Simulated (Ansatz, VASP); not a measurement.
Two plane-wave programs on MoS2

The input INCAR:

```
SYSTEM = MoS2
  ALGO = Normal
  EDIFF = 1E-6
  ENCUT = 520
  GGA = PS
  ISIF = 2
  ISMEAR = 0
  LASPH = .TRUE.
  LCHARG = .FALSE.
  LREAL = .FALSE.
  LWAVE = .FALSE.
  NBANDS = 20
  NELM = 80
  PREC = Accurate
  SIGMA = 0.5
```

Contents of KPOINTS:

```
k-points
0
G
  6 6 6
  0 0 0
```

The input POSCAR:

```
MoS2
1.0
    1.5875907347      0.9165959380      6.1939395993
   -1.5875907347      0.9165959380      6.1939395993
    0.0000000000     -1.8331918760      6.1939395993
Mo S
1 2
Direct
   -0.0000146007     -0.0000146007     -0.0000146007
    0.4170015121      0.4170015121      0.4170015121
    0.2496797553      0.2496797553      0.2496797553
```

Input for Ansatz:

```yaml
crystal:
  lattice:
    - [1.5875907347, 0.916595938, 6.1939395993]
    - [-1.5875907347, 0.916595938, 6.1939395993]
    - [0.0, -1.833191876, 6.1939395993]
  atoms:
    - { symbol: Mo, position: [-1.46007e-05, -1.46007e-05, -1.46007e-05] }
    - { symbol: S, position: [0.4170015121, 0.4170015121, 0.4170015121] }
    - { symbol: S, position: [0.2496797553, 0.2496797553, 0.2496797553] }
kpoints:
  mp_grid: { grid: [6, 6, 6] }
hamiltonian:
  xc: pbesol
scf:
  occupations: { method: gaussian, width: 0.5 }
  n_extra_bands: 4
output:
  forces: true
  stress: true
  eigenvalues: true
```

Alike in both runs: task single point; functional PBEsol; k mesh 6 × 6 × 6; occupations gaussian, width 0.5 eV; no spin polarisation.

|  | VASP | Ansatz |
| --- | --- | --- |
| version | VASP 6.6.1 | Ansatz 0.2.0 |
| potentials or method | VASP PAW PBE potentials, release 64 (Mo_sv, S) | plane waves |
| plane-wave cutoff (eV) | 520 | 420 |
| valence electrons in the cell | 26 | 26 |

Ansatz gave:

* pressure (GPa): -2.5
* traceless stress, the component that is largest in VASP (GPa): 1.18
* rms of the force components (eV/Å): 0.070

Task: Which values does VASP return?

Result: Pressure (GPa): -2.5; traceless stress, the component that is largest in VASP (GPa): 1.17; rms of the force components (eV/Å): 0.069.

VASP's potentials were made for PBE, not for PBEsol. Atom by atom the forces differ by 0.001 eV/Å (rms over components). The functional is the same, so the differences come from potentials, cutoffs and numerics.
